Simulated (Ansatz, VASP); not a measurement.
**V in VASP and in Ansatz**

File INCAR:

```
SYSTEM = V
ALGO = Normal
EDIFF = 1E-6
EDIFFG = -0.005
ENCUT = 600
GGA = PE
IBRION = 2
ISIF = 3
ISMEAR = 0
LASPH = .TRUE.
LCHARG = .FALSE.
LREAL = .FALSE.
LWAVE = .FALSE.
NELM = 100
NSW = 100
PREC = Accurate
SIGMA = 0.1
```

Contents of KPOINTS:

```
k-points
0
G
  20 20 20
  0 0 0
```

File POSCAR:

```
V
1.0
   -1.5143500000      1.5143500000      1.5143500000
    1.5143500000     -1.5143500000      1.5143500000
    1.5143500000      1.5143500000     -1.5143500000
V
1
Direct
    0.0000000000      0.0000000000      0.0000000000
```

Input for Ansatz:

```yaml
crystal:
  lattice:
    - [-1.51435, 1.51435, 1.51435]
    - [1.51435, -1.51435, 1.51435]
    - [1.51435, 1.51435, -1.51435]
  atoms:
    - { symbol: V, position: [0.0, 0.0, 0.0] }
basis:
  ecutwfc: 420
kpoints:
  mp_grid: { grid: [20, 20, 20] }
hamiltonian:
  xc: pbe
scf:
  occupations: { method: gaussian, width: 0.1 }
output:
  forces: true
  stress: true
  eigenvalues: true
relax:
  adjacent_minimum: "off"
  f_tol: 0.005
  max_steps: 80
  cell: { stress_tol: 0.05 }
```

Alike in both runs: task relaxation of cell and atoms; functional PBE; k mesh 20 × 20 × 20; occupations gaussian, width 0.1 eV; no spin polarisation.

|  | VASP | Ansatz |
| --- | --- | --- |
| version | VASP 6.6.1 | Ansatz 0.2.0 |
| potentials or method | VASP PAW PBE potentials, release 64 (V_sv), cutoff 600 eV | scalar-relativistic, plane waves, PAW |
| valence electrons in the cell | 13 | 13 |

|  | VASP | Ansatz | Ansatz less VASP |
| --- | --- | --- | --- |
| gap on the k mesh at the Fermi level, each at its own relaxed structure (eV) | none | none | - |
| relaxed volume (Å³/atom) | 13.47 | 13.46 | -0.009 |
| relaxed cell length with the largest relative difference (Å) | 2.596 | 2.596 | -0.0006 |

A gap of «none» marks a metal or a gap that the smearing closes.
